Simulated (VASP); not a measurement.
Cr, 1 atom in the cell. The structure is cubic, space group Im-3m (No. 229). Conventional cell: a = 2.848 Å, b = 2.848 Å, c = 2.848 Å, α = 90.00°, β = 90.00°, γ = 90.00°. Within 3.3 Å of Cr (site symmetry m-3m) lie 14 Cr at 2.47 to 2.85 Å. 

- Program: VASP 6.6.1
- Task: single point
- Functional: PBE
- Potentials or basis: VASP PAW PBE potentials, release 64 (Cr_pv)
- Cutoff: 520 eV
- k mesh: 26 × 26 × 26
- Occupations: gaussian, width 0.1 eV
- Spin: no spin polarisation
- Dipole correction: no
- Further INCAR settings: ALGO = Normal; EDIFF = 1e-07; NBANDS = 12

Potentials or basis: VASP PAW PBE potentials, release 64 (Cr_pv).

Launch:

```console
$ cat potpaw_PBE.64/Cr_pv/POTCAR > POTCAR
$ mpirun -np 1 vasp_std > vasp.out
```

Hardware: 1 thread of Intel(R) Xeon(R) Platinum 8259CL CPU @ 2.50GHz (Skylake/Cascade Lake) (shared host).

Question: Estimate the wall time of this run.

Answer: Wall time 47 s on 1 thread of Intel(R) Xeon(R) Platinum 8259CL CPU @ 2.50GHz (Skylake/Cascade Lake), with other jobs on the host, peak memory 0.17 GiB. Counts: scf iterations 12, k points 511.
